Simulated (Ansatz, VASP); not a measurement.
## BN: VASP beside Ansatz

```
B N
1.0
     0.00000    1.81300    1.81300
     1.81300    0.00000    1.81300
     1.81300    1.81300    0.00000
B N
1 1
Cartesian
  0.0000 0.0000 0.0000
  2.7195 2.7195 3.0945
```

Change from the starting cell: one atom moved.

Alike in both runs: task single point; functional PBE; k mesh 12 × 12 × 12; occupations gaussian, width 0.02 eV; no spin polarisation.

|  | VASP | Ansatz |
| --- | --- | --- |
| version | VASP 6.6.1 | Ansatz 0.2.0 |
| potentials or method | VASP PAW PBE potentials, release 64 (B, N), cutoff 600 eV | scalar-relativistic, plane waves, PAW |
| valence electrons in the cell | 8 | 8 |

Ansatz gave:

| Item | Value |
| --- | --- |
| gap on the k mesh at the Fermi level (eV) | 1.69 |
| least direct gap on the mesh (eV) | 6.03 |
| rms of the force components (eV/Å) | 3.636 |

Task: Estimate VASP's values.

Result: gap on the k mesh at the Fermi level (eV): 1.68; least direct gap on the mesh (eV): 6.02; rms of the force components (eV/Å): 3.634.

Atom by atom the forces differ by 0.002 eV/Å (rms over components).
